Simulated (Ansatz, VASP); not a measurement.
## Rh in VASP and in Ansatz

INCAR

```
ALGO = Normal
EDIFF = 1E-7
ENCUT = 520
GGA = PE
ISIF = 2
ISMEAR = -1
LASPH = True
LCHARG = False
LREAL = False
LWAVE = False
NBANDS = 22
NELM = 80
PREC = Accurate
SIGMA = 0.05
```

File KPOINTS:

```
k-points
0
Gamma
  10 10 10
```

File POSCAR:

```
Rh
1.0
    0.0000000000      2.5993341490      2.5993341490
    2.5993341490      0.0000000000      2.5993341490
    2.5993341490      2.5993341490      0.0000000000
Rh
2
Direct
   -0.2825000000     -0.0725000000     -0.0725000000
    0.2825000000      0.0725000000      0.0725000000
```

Input for Ansatz:

```yaml
crystal:
  lattice:
    - [0.0, 2.599334149, 2.599334149]
    - [2.599334149, 0.0, 2.599334149]
    - [2.599334149, 2.599334149, 0.0]
  atoms:
    - { symbol: Rh, position: [-0.2825, -0.0725, -0.0725] }
    - { symbol: Rh, position: [0.2825, 0.0725, 0.0725] }
kpoints:
  mp_grid: { grid: [10, 10, 10] }
scf:
  occupations: { method: fermi_dirac, width: 0.05 }
hamiltonian:
  xc: pbe
  pseudopotentials: { kind: all_electron, lapw: { basis_error: 0.001 } }
output:
  forces: true
  stress: true
  eigenvalues: true
  populations: true
```

Change from the starting cell: shortest bond scaled by 0.58, LAPW.

Alike in both runs: task single point; functional PBE; k mesh 10 × 10 × 10; occupations fermi-dirac, width 0.05 eV; no spin polarisation.

|  | VASP | Ansatz |
| --- | --- | --- |
| version | VASP 6.6.1 | Ansatz 0.2.0 |
| potentials or method | VASP PAW PBE potentials, release 64 (Rh_pv), cutoff 520 eV | all-electron LAPW, scalar-relativistic |

|  | VASP | Ansatz | Ansatz less VASP |
| --- | --- | --- | --- |
| pressure (GPa) | 397.8 | 440.5 | +42.69 |
| traceless stress, the component that is largest in VASP (GPa) | -402.63 | -427.70 | -25.068 |
| rms of the force components (eV/Å) | 117.594 | 123.720 | +6.1257 |

Atom by atom the forces differ by 6.126 eV/Å (rms over components). The pressures are high and differ by over a tenth, so treat them with care. Ansatz ran all-electron here, and VASP with PAW potentials.

Noted on VASP's run: the cell as given lies far from equilibrium.
